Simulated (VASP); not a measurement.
BiCl3O, 5 atoms in the cell. The structure is cubic, space group Pm-3m (No. 221). Conventional cell: a = 4.839 Å, b = 4.839 Å, c = 4.839 Å, α = 90.00°, β = 90.00°, γ = 90.00°. Bi (site symmetry m-3m) has 6 Cl at 2.42 Å within 3.2 Å. Cl (site symmetry 4/mmm) has 2 Bi at 2.42 Å within 3.2 Å. O (site symmetry m-3m) has 12 Cl at 3.42 Å and 8 Bi at 4.19 Å within 4.5 Å. The cell was generated, and may not be a known phase.

* Program: VASP 6.6.1
* Task: single point
* Functional: PBE
* Potentials or basis: VASP PAW PBE potentials, release 64 (Bi_d, Cl, O)
* Cutoff: 520 eV
* k mesh: 4 × 4 × 4
* Occupations: gaussian, width 0.1 eV
* Spin: no spin polarisation
* Dipole correction: no
* Further INCAR settings: ALGO = Normal; EDIFF = 1e-06; NBANDS = 29

Potentials or basis: VASP PAW PBE potentials, release 64 (Bi_d, Cl, O).

Run with:

```console
$ cat potpaw_PBE.64/Bi_d/POTCAR potpaw_PBE.64/Cl/POTCAR potpaw_PBE.64/O/POTCAR > POTCAR
$ mpirun -np 1 vasp_std > vasp.out
```

Hardware: 1 thread of Intel(R) Xeon(R) 6975P-C (Granite Rapids), with other jobs on the host.

Problem. How long does it take, and how much memory?

Solution. It took 14 s on 1 thread of Intel(R) Xeon(R) 6975P-C (Granite Rapids), on a shared host, peak memory 0.21 GiB. Counts: scf iterations 16, k points 10.
